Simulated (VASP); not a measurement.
Input of a VASP 6.6.1 run:

Contents of POSCAR:

```
HfN
1.0
    0.0000000000      2.4548220000      2.4548220000
    2.4548220000      0.0000000000      2.4548220000
    2.4548220000      2.4548220000      0.0000000000
Hf N
1 1
Direct
   -0.0015310000     -0.0029430000     -0.0034000000
    0.2637830000      0.2428060000      0.2393630000
```

File INCAR.step1:

```
PREC = Accurate
ENCUT = 520
ISMEAR = 0
SIGMA = 0.1
LREAL = False
LASPH = True
NELM = 60
NBANDS = 14
GGA = PE
ALGO = Normal
EDIFF = 1E-4
LWAVE = True
LCHARG = False
```

File INCAR.step2:

```
PREC = Accurate
ENCUT = 520
EDIFF = 1E-7
ISMEAR = 0
SIGMA = 0.1
LREAL = False
LASPH = True
NELM = 60
ALGO = Normal
ISIF = 2
LWAVE = False
LCHARG = False
METAGGA = R2SCAN
LMIXTAU = True
NBANDS = 14
ISTART = 1
```

Contents of KPOINTS:

```
regular mesh
0
Gamma
  7 7 7
```

Potentials or basis: VASP PAW PBE potentials, release 64 (Hf_pv, N).

The run is started by

```console
$ cat potpaw_PBE.64/Hf_pv/POTCAR potpaw_PBE.64/N/POTCAR > POTCAR
$ cp INCAR.step1 INCAR
$ mpirun -np 1 vasp_std > vasp.out
$ cp INCAR.step2 INCAR
$ mpirun -np 1 vasp_std > vasp.out
```

**Question.** What does it give for the band gap on the k mesh?

**Answer.** Zero (an odd number of electrons rules out a gap without spin polarisation).

**Question.** Estimate the largest force.

**Answer.** 0.574 eV/Å.

**Question.** Estimate the pressure.

**Answer.** -3.3 GPa.

Forces in eV/Å, atoms in the order of the input:
```
Hf  -0.361  0.276  0.350
N    0.361 -0.276 -0.350
```

Caveat: the cell stands under tension; the PAW data sets were made with another functional, which shifts forces and pressure a little; spin-orbit coupling is left out, which moves the levels of the heavy elements.
